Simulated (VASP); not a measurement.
# CaI (P-6m2) in VASP: further runs, part 3 of 3

VASP 6.6.1. The steps go on from the part before.

### Step 5. Single point, PBE

This run uses another cell than the first one, of 34.08 Å³/atom.

INCAR reads:

```
PREC = Accurate
ENCUT = 520
EDIFF = 1E-6
ISMEAR = 1
SIGMA = 0.1
LREAL = F
LASPH = T
NELM = 80
ALGO = Normal
ISIF = 2
LWAVE = F
LCHARG = T
GGA = PE
LELF = T
LVHAR = T
NBANDS = 16
```

KPOINTS reads:

```
regular mesh
0
Gamma
  8 8 6
```

POSCAR reads:

```
CaI
1.0
    4.1468200000      0.0000000000      0.0000000000
   -2.0734100000      3.5912520000      0.0000000000
    0.0000000000      0.0000000000      4.5762290000
Ca I
1 1
Direct
    0.0000000000      0.0000000000      0.5000000000
    0.6666666667      0.3333333333      0.0000000000
```

Command:

```console
$ cat potpaw_PBE.64/Ca_sv/POTCAR potpaw_PBE.64/I/POTCAR > POTCAR
$ mpirun -np 1 vasp_std > vasp.out
```

Run time: 31 s. Hardware: 1 thread of Intel Xeon Platinum 8259CL at 2.50GHz (Skylake/Cascade Lake), shared host; peak memory 0.21 GiB.

The run converged. Its results:

```
Free energy            : -5.3979 eV
Pressure               : -0.1 GPa
Band gap on the k mesh : zero (an odd number of electrons rules out a gap without spin polarisation)
```

Stress tensor (GPa, compression positive):
```
-0.25  0.00  0.00
 0.00 -0.25  0.00
 0.00  0.00  0.27
```

Levels at points of the mesh, in eV from the Fermi level:
```
           k point  band 5  band 6  band 7  band 8  band 9  band 10  band 11  band 12  band 13  band 14
(0.00, 0.00, 0.00)  -15.13   -4.80   -3.65   -3.65   -1.45     0.63     2.24     2.24     2.45     2.45
(0.50, 0.00, 0.00)  -14.63   -6.38   -4.64   -4.14   -0.13     1.12     1.99     2.17     2.91     3.25
(0.00, 0.00, 0.50)  -14.91   -6.57   -3.53   -3.53    1.41     1.49     1.49     2.21     2.21     2.26
(0.50, 0.00, 0.50)  -14.57   -5.97   -5.60   -4.28   -0.53     1.68     2.31     3.18     3.43     3.57
```

Caveat: spin-orbit coupling is left out, which moves the levels of the heavy elements; an odd number of electrons without spin polarisation forces a metal; a magnetic or distorted state may lie lower.

### Step 6. Single point, PBE

This run uses another cell than the first one, of 34.76 Å³/atom.

INCAR reads:

```
SYSTEM = CaI
  PREC = Accurate
  ENCUT = 520
  EDIFF = 1E-6
  ISMEAR = 1
  SIGMA = 0.1
  LREAL = .FALSE.
  LASPH = .TRUE.
  NELM = 100
  ALGO = Normal
  ISIF = 2
  LWAVE = .FALSE.
  LCHARG = .TRUE.
  GGA = PE
  LELF = .TRUE.
  LVHAR = .TRUE.
  NBANDS = 16
```

KPOINTS reads:

```
Automatic mesh
0
G
  8 8 6
  0 0 0
```

POSCAR reads:

```
CaI
1.0
    4.1742831845      0.0000000000      0.0000000000
   -2.0871415922      3.6150358190      0.0000000000
    0.0000000000      0.0000000000      4.6065360355
Ca I
1 1
Direct
    0.0000000000      0.0000000000      0.5000000000
    0.6666666667      0.3333333333      0.0000000000
```

Potentials or basis: VASP PAW PBE potentials, release 64 (Ca_sv, I).

Command:

```console
$ cat potpaw_PBE.64/Ca_sv/POTCAR potpaw_PBE.64/I/POTCAR > POTCAR
$ mpirun -np 1 vasp_std > vasp.out
```

OUTCAR:

```text
SYSTEM = CaI
   PREC = Accurate
   ENCUT = 520
   EDIFF = 1E-6
   ISMEAR = 1
   LREAL = .FALSE.
   LASPH = .TRUE.
   NELM = 100
   ISIF = 2
   GGA = PE

 ion  position               nearest neighbor table
   1  0.000  0.000  0.500-   2 3.33   2 3.33   2 3.33   2 3.33   2 3.33   2 3.33
   2  0.667  0.333  0.000-   1 3.33   1 3.33   1 3.33   1 3.33   1 3.33   1 3.33

  LATTYP: Found a hexagonal cell.
 ALAT       =     4.1742831845
 C/A-ratio  =     1.1035513960

  Lattice vectors:

[... 645 lines left out ...]

  FORCE on cell =-STRESS in cart. coord.  units (eV):
  Direction    XX          YY          ZZ          XY          YZ          ZX
  --------------------------------------------------------------------------------------
  -------------------------------------------------------------------------------------
  Total       -0.2883635     -0.2883636     -0.0691995     -0.0000000      0.0000000      0.0000000
  in kB       -6.6463307     -6.6463327     -1.5949412     -0.0000000      0.0000000      0.0000000
  external PRESSURE =      -4.9625349 kB  Pullay stress =       0.0000000 kB

 VOLUME and BASIS-vectors are now :
 -----------------------------------------------------------------------------
  energy-cutoff  :      520.00
  volume of cell :       69.51
      direct lattice vectors                 reciprocal lattice vectors
     4.174283185  0.000000000  0.000000000     0.239562089  0.138311216  0.000000000
    -2.087141592  3.615035819  0.000000000     0.000000000  0.276622432  0.000000000
     0.000000000  0.000000000  4.606536035     0.000000000  0.000000000  0.217082856

 POSITION                                       TOTAL-FORCE (eV/Angst)
 -----------------------------------------------------------------------------------
      0.00000      0.00000      2.30327        -0.000000     -0.000000      0.000000
      2.08714      1.20501      0.00000         0.000000      0.000000      0.000000
 -----------------------------------------------------------------------------------
    total drift:                               -0.000000     -0.000002      0.000000

  FREE ENERGIE OF THE ION-ELECTRON SYSTEM (eV)
  ---------------------------------------------------
  free  energy   TOTEN  =        -5.3956788345 eV

  energy  without entropy=       -5.3964449635  energy(sigma->0) =       -5.39593421
```

stdout:

```text
POSCAR found type information on POSCAR CaI
 POSCAR found :  2 types and       2 ions
 scaLAPACK will be used
 LDA part: xc-table for (Slater+PW92), standard interpolation
 POSCAR, INCAR and KPOINTS ok, starting setup
 FFT: planning ... GRIDC
 FFT: planning ... GRID_SOFT
 FFT: planning ... GRID
 WAVECAR not read
 entering main loop
```

Wall time 31 s (1 thread of Intel Xeon Platinum 8259CL at 2.50GHz (Skylake/Cascade Lake), shared host); peak memory 0.21 GiB.

What came out:

```
Free energy            : -5.3957 eV
Pressure               : -0.5 GPa
Band gap on the k mesh : zero (an odd number of electrons rules out a gap without spin polarisation)
```

Caveat: spin-orbit coupling is left out, which moves the levels of the heavy elements; an odd number of electrons without spin polarisation forces a metal; a magnetic or distorted state may lie lower.

### Step 7. The runs side by side

```csv
cell,gap on the mesh (eV),pressure (GPa)
"a = 4.062, b = 4.062, c = 4.483 Å, angles 90.0, 90.0, 120.0°, 2 atoms",none,1.5
"a = 4.091, b = 4.091, c = 4.514 Å, angles 90.0, 90.0, 120.0°, 2 atoms",none,0.9
"a = 4.119, b = 4.119, c = 4.546 Å, angles 90.0, 90.0, 120.0°, 2 atoms",none,0.4
"a = 4.147, b = 4.147, c = 4.576 Å, angles 90.0, 90.0, 120.0°, 2 atoms",none,-0.1
"a = 4.174, b = 4.174, c = 4.607 Å, angles 90.0, 90.0, 120.0°, 2 atoms",none,-0.5
```

Alike in all rows: task single point; level PBE; potentials or basis VASP PAW PBE potentials, release 64 (Ca_sv, I); no spin polarisation; k mesh 8 × 8 × 6; cutoff (eV) 520; smearing methfessel-paxton 0.1 eV.

Caveats: spin-orbit coupling is left out, which moves the levels of the heavy elements; an odd number of electrons without spin polarisation forces a metal; a magnetic or distorted state may lie lower.

Absolute energies hang on the potentials; compare differences alone.
